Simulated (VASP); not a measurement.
Input of a VASP 6.6.1 run:

File INCAR:

```
SYSTEM = BaCd3Se4
PREC = Accurate ; ENCUT = 600
EDIFF = 1E-6 ; ISMEAR = 0
SIGMA = 0.15 ; LREAL = .False.
LASPH = .True. ; NELM = 80
ALGO = Normal ; ISIF = 3
LWAVE = .False. ; LCHARG = .False.
GGA = PE ; IBRION = 2
NSW = 36 ; EDIFFG = -0.08
```

File KPOINTS:

```
Automatic mesh
0
Gamma
  3 3 3
  0 0 0
```

POSCAR

```
BaCd3Se4
1.0
   -3.1237554100      3.1237554100      6.6588539600
    3.1237554100     -3.1237554100      6.6588539600
    3.1237554100      3.1237554100     -6.6588539600
Ba Cd Se
1 3 4
Direct
    0.5000000000      0.5000000000      0.0000000000
    0.8175869400      0.8175869400      0.0000000000
    0.1824130600      0.1824130600      0.0000000000
    0.0000000000      0.0000000000      0.0000000000
    0.6716882900      0.1716882900      0.5000000000
    0.1716882900      0.6716882900      0.5000000000
    0.3283117100      0.8283117100      0.5000000000
    0.8283117100      0.3283117100      0.5000000000
```

Potentials or basis: VASP PAW PBE potentials, release 64 (Ba_sv, Cd, Se).

Command:

```console
$ cat potpaw_PBE.64/Ba_sv/POTCAR potpaw_PBE.64/Cd/POTCAR potpaw_PBE.64/Se/POTCAR > POTCAR
$ mpirun -np 1 vasp_std > vasp.out
```

What does it give for the relaxed cell?

a = 8.709 Å, b = 8.709 Å, c = 8.709 Å, α = 145.49°, β = 145.49°, γ = 49.60°.

Estimate the relaxed volume.

26.37 Å³/atom.

Predict the space group after relaxing (to 0.1 Å).

I4/mmm (No. 139).

Forces in eV/Å, atoms in the order of the input:
```
Ba   0.000  0.000  0.000
Cd   0.000  0.000 -0.071
Cd   0.000  0.000  0.071
Cd   0.000  0.000  0.000
Se   0.000  0.000  0.004
Se   0.000  0.000  0.004
Se   0.000  0.000 -0.004
Se   0.000  0.000 -0.004
```

Caveat: the k points lie up to 0.43 Å⁻¹ apart in the final cell; the volume moved by over 15 % at a fixed basis, so the end points are rough; the relaxation stopped at a loose force limit of 0.08 eV/Å, so its end isn't a converged minimum.
